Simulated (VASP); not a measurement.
Input of a VASP 6.6.1 run:

File INCAR:

```
ALGO     = Normal         # electronic algorithm
EDIFF    = 1E-7           # SCF threshold, eV
EDIFFG   = -0.03          # ionic threshold
ENCUT    = 600            # plane-wave cutoff, eV
GGA      = PE             # functional
IBRION   = 2              # ionic algorithm
ISIF     = 3              # what is computed and relaxed
ISMEAR   = 0              # smearing method
LASPH    = T              # aspherical terms in the spheres
LCHARG   = F              # write CHGCAR
LREAL    = F              # projectors in reciprocal space
LWAVE    = F              # write WAVECAR
NELM     = 80             # most SCF steps
NSW      = 80             # ionic steps
PREC     = Accurate       # precision mode
SIGMA    = 0.05           # smearing width, eV
```

The input KPOINTS:

```
k-points
0
Gamma
  9 9 9
```

The input POSCAR:

```
Se
1.0
    2.8500000000      0.0000000000      0.0000000000
    0.0000000000      2.8500000000      0.0000000000
    0.0000000000      0.0000000000      2.8500000000
Se
1
Direct
    0.0000000000      0.0000000000      0.0000000000
```

Potentials or basis: VASP PAW PBE potentials, release 64 (Se).

Command:

```bash
$ cat potpaw_PBE.64/Se/POTCAR > POTCAR
$ mpirun -np 1 vasp_std > vasp.out
```

Estimate the relaxed cell.

a = 2.838 Å, b = 2.838 Å, c = 2.838 Å, α = 90.00°, β = 90.00°, γ = 90.00°.

Predict the relaxed volume.

22.85 Å³/atom.

Estimate the space group after relaxing (to 0.1 Å).

Pm-3m (No. 221).

The path:
| step | energy change (eV) | largest force (eV/Å) | pressure (GPa) | volume (Å³) |
| --- | --- | --- | --- | --- |
| 1 | 0.0000 | 0.0000 | -0.88 | 23.15 |
| 2 | -0.0007 | 0.0000 | 0.39 | 22.73 |
| 3 | -0.0008 | 0.0000 | 0.00 | 22.85 |
